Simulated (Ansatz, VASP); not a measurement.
# CaO: VASP beside Ansatz

INCAR

```
SYSTEM = CaO
ALGO = Normal ; EDIFF = 1E-7
ENCUT = 520 ; GGA = PE
ISIF = 2 ; ISMEAR = -1
LASPH = .True. ; LCHARG = .True.
LELF = .True. ; LREAL = .False.
LVHAR = .True. ; LWAVE = .False.
NBANDS = 15 ; NELM = 80
PREC = Accurate ; SIGMA = 0.05
```

File KPOINTS:

```
k-points
0
Gamma
  11 11 11
  0 0 0
```

Contents of POSCAR:

```
CaO
1.0
    0.0000000000      2.6732515112      2.6732515112
    2.6732515112      0.0000000000      2.6732515112
    2.6732515112      2.6732515112      0.0000000000
Ca O
1 1
Direct
    0.0000000000      0.0000000000      0.0000000000
    0.2500000000      0.2500000000      0.2500000000
```

Input for Ansatz:

```yaml
crystal:
  lattice:
    - [0.0, 2.6732515112, 2.6732515112]
    - [2.6732515112, 0.0, 2.6732515112]
    - [2.6732515112, 2.6732515112, 0.0]
  atoms:
    - { symbol: Ca, position: [0.0, 0.0, 0.0] }
    - { symbol: O, position: [0.25, 0.25, 0.25] }
kpoints:
  mp_grid: { grid: [11, 11, 11] }
scf:
  occupations: { method: fermi_dirac, width: 0.05 }
hamiltonian:
  xc: pbe
  pseudopotentials: { kind: all_electron, lapw: { basis_error: 0.00025 } }
output:
  forces: true
  stress: true
  eigenvalues: true
```

Change from the starting cell: volume scaled by 1.06.

Alike in both runs: task single point; functional PBE; k mesh 11 × 11 × 11; occupations fermi-dirac, width 0.05 eV; no spin polarisation.

|  | VASP | Ansatz |
| --- | --- | --- |
| version | VASP 6.6.1 | Ansatz 0.2.0 |
| potentials or method | VASP PAW PBE potentials, release 64 (Ca_sv, O), cutoff 520 eV | all-electron LAPW, scalar-relativistic |

Ansatz gave:

```
gap on the k mesh at the Fermi level (eV) : 3.09
pressure (GPa)                            : -3.9
```

Q: What did VASP give for the same quantities?

A: gap on the k mesh at the Fermi level (eV): 3.08; pressure (GPa): -3.6.

Ansatz ran all-electron here, and VASP with PAW potentials.
